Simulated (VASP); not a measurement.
HgTe, 2 atoms in the cell. It takes space group F-43m (No. 216, cubic). Conventional cell: a = 6.542 Å, b = 6.542 Å, c = 6.542 Å, α = 90.00°, β = 90.00°, γ = 90.00°. Within 3.7 Å of Hg (site symmetry -43m) lie 4 Te at 2.83 Å. Te (site symmetry -43m) has 4 Hg at 2.83 Å within 3.7 Å. 

| Quantity | Value |
| --- | --- |
| Program | VASP 6.6.1 |
| Task | vibrations by perturbation theory |
| Functional | PBEsol |
| Potentials or basis | VASP PAW PBE potentials, release 64 (Hg, Te) |
| Cutoff | 520 eV |
| k mesh | 10 × 10 × 10 |
| Occupations | fermi-dirac, width 0.08 eV |
| Spin | no spin polarisation |
| Dipole correction | no |
| Further INCAR settings | ALGO = Normal; EDIFF = 1e-08; NBANDS = 16; IBRION = 8; NSW = 1 |

Potentials or basis: VASP PAW PBE potentials, release 64 (Hg, Te).

The run is started by

```bash
$ cat potpaw_PBE.64/Hg/POTCAR potpaw_PBE.64/Te/POTCAR > POTCAR
$ mpirun -np 1 vasp_std > vasp.out
```

Hardware: 1 thread of Intel(R) Xeon(R) Platinum 8259CL CPU @ 2.50GHz (Skylake/Cascade Lake), with other jobs on the host.

Question: Estimate the wall time of this run.

Answer: Wall time 8.3 min on 1 thread of Intel(R) Xeon(R) Platinum 8259CL CPU @ 2.50GHz (Skylake/Cascade Lake) (shared host), peak memory 0.55 GiB. Counts: scf iterations 39, k points 47.
